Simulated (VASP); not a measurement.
A run of VASP 6.6.1:

INCAR

```
SYSTEM = In17P15
ALGO = Normal
EDIFF = 1E-6
ENCUT = 520
GGA = PE
ISIF = 2
ISMEAR = 0
ISPIN = 2
LASPH = .True.
LCHARG = .False.
LORBIT = 11
LREAL = Auto
LWAVE = .False.
MAGMOM = 0.2 0 0 0 0 0 0 0 0 0.2 0 0.2 0 0 0 0.2 0.2 0 0 0 0 0 0 0 0 0 0 0 0 0 0 0
NBANDS = 174
NELECT = 297.0
NELM = 150
PREC = Accurate
SIGMA = 0.02
```

File KPOINTS:

```
k-points
0
Gamma
  1 1 1
  0 0 0
```

File POSCAR:

```
In17P15
1.0
   -5.9597880289      5.9597880289      5.9597880289
    5.9597880289     -5.9597880289      5.9597880289
    5.9597880289      5.9597880289     -5.9597880289
In P
17 15
Direct
    0.5252508516      0.5000000000      0.0000000000
    0.5000341100      0.7500341100      0.7522011308
    0.4977988692     -0.0021670208      0.4978329792
    0.7521670208      0.2499658900      0.0000000000
    0.5000341100      0.2522011308      0.2500341100
    0.7521670208      0.5000000000      0.7499658900
    0.7478329792      0.7477988692      0.4978329792
   -0.0000341100      0.0021670208      0.0000000000
    0.7478329792     -0.0021670208      0.2477988692
   -0.0252508516      0.2247491484      0.7247491484
   -0.0000341100      0.5000000000      0.5021670208
    0.2500000000      0.7752508516      0.0000000000
    0.0022011308      0.7500341100      0.2500341100
    0.2500000000      0.0021670208      0.7499658900
    0.2500000000      0.2499658900      0.5021670208
    0.2500000000      0.5000000000      0.2752508516
    0.2500000000      0.5000000000      0.0000000000
    0.2500000000      0.7518650923      0.7459450644
    0.2500000000      0.0000000000      0.5000000000
    0.5018650923      0.2459450644      0.0000000000
    0.2500000000      0.2459450644      0.2518650923
    0.5018650923      0.5000000000      0.7459450644
    0.5040549356      0.7540549356      0.5059200279
    0.7500000000      0.0000000000      0.0000000000
    0.5040549356      0.0059200279      0.2540549356
    0.7440799721      0.2481349077      0.7481349077
    0.7500000000      0.5000000000      0.5000000000
   -0.0040549356      0.7518650923      0.0000000000
    0.7559200279      0.7540549356      0.2540549356
   -0.0018650923     -0.0059200279      0.7481349077
   -0.0018650923      0.2481349077      0.4940799721
   -0.0040549356      0.5000000000      0.2518650923
```

Potentials or basis: VASP PAW PBE potentials, release 64 (In_d, P).

Command:

```bash
$ cat potpaw_PBE.64/In_d/POTCAR potpaw_PBE.64/P/POTCAR > POTCAR
$ mpirun -np 1 vasp_gam > vasp.out
```

Hardware: 1 thread of AMD EPYC 7R13 Processor (Zen 3), on a shared host.

Q: How long does it take, and how much memory?

A: It took 5.9 min on 1 thread of AMD EPYC 7R13 Processor (Zen 3), on a shared host, peak memory 1.3 GiB. Counts: scf iterations 16, k points 1.
